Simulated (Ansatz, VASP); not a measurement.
## SrO: VASP beside Ansatz

```
CELL_PARAMETERS angstrom
3.10287 0.08564 0.00000
0.08564 3.10287 0.00000
0.00000 0.00000 3.10287
ATOMIC_POSITIONS crystal
Sr 0.00000 0.00000 0.00000
O 0.50000 0.50000 0.50000
```

Change from the starting cell: shear_xy strain +5.5%.

Alike in both runs: task single point; functional PBE; k mesh 8 × 8 × 8; occupations fermi-dirac, width 0.02 eV; no spin polarisation.

|  | VASP | Ansatz |
| --- | --- | --- |
| version | VASP 6.6.1 | Ansatz 0.2.0 |
| potentials or method | VASP PAW PBE potentials, release 64 (Sr_sv, O) | plane waves, PAW |
| plane-wave cutoff (eV) | 520 | 420 |
| valence electrons in the cell | 16 | 16 |

Ansatz gave:

| Quantity | Value |
| --- | --- |
| gap on the k mesh at the Fermi level (eV) | 2.81 |
| pressure (GPa) | 3.1 |
| traceless stress, the component that is largest in VASP (GPa) | -0.04 |

Problem. What did VASP give for the same quantities?

Solution. gap on the k mesh at the Fermi level (eV): 2.76; pressure (GPa): 4.0; traceless stress, the component that is largest in VASP (GPa): -0.14.
